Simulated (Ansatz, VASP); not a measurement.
# One calculation of Ni, two programs

```
Ni
1.0
     2.22831    0.00000    0.00000
     0.00000    2.22831    0.00000
     0.00000    0.00000    2.22831
Ni
1
Direct
  0.00000 0.00000 0.00000
```

Alike in both runs: task single point; functional LDA; k mesh 16 × 16 × 16; occupations fermi-dirac, width 0.1 eV; no spin polarisation.

|  | VASP | Ansatz |
| --- | --- | --- |
| version | VASP 6.6.1 | Ansatz 0.2.0 |
| potentials or method | VASP PAW LDA potentials, release 64 (Ni), cutoff 600 eV | plane waves (420 eV) with PAW, scalar-relativistic |
| valence electrons in the cell | 10 | 18 |

```csv
,VASP,Ansatz,Ansatz less VASP
pressure (GPa),8.1,8.4,+0.31
```

Ansatz warns that its potentials were made for another functional, while VASP's fit it. LDA's correlation is that of Perdew and Zunger in VASP and of Perdew and Wang (1992) in Ansatz. VASP's potentials hold 10 valence electrons a cell and Ansatz's 18, so a difference there can come from the potentials and not from the codes.
